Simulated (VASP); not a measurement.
W, 12 atoms in the cell. It takes space group Fm-3m (No. 225, cubic). Conventional cell: a = 4.060 Å, b = 4.060 Å, c = 4.060 Å, α = 90.00°, β = 90.00°, γ = 90.00°. W (site symmetry m-3m) has 12 W at 2.87 Å within 3.8 Å. This isn't the form of W at room conditions, which is bcc.

```yaml
Program: VASP 6.6.1
Task: single point
Functional: PBE
Potentials_or_basis: VASP PAW PBE potentials, release 64 (W_sv)
Cutoff: 500 eV
k_mesh: 2 × 3 × 3
Occupations: fermi-dirac, width 0.15 eV
Spin: no spin polarisation
Dipole_correction: no
Further_INCAR_settings: ALGO = Normal; EDIFF = 1e-06; NBANDS = 96
```

Potentials or basis: VASP PAW PBE potentials, release 64 (W_sv).

Run with:

```sh
$ cat potpaw_PBE.64/W_sv/POTCAR > POTCAR
$ mpirun -np 1 vasp_std > vasp.out
```

Hardware: 1 thread of Intel(R) Xeon(R) Platinum 8488C (Sapphire Rapids), with other jobs on the host.

Q: Estimate the wall time of this run.

A: Wall time 2.5 min on 1 thread of Intel(R) Xeon(R) Platinum 8488C (Sapphire Rapids), on a shared host, peak memory 0.35 GiB. Counts: scf iterations 13, k points 8.
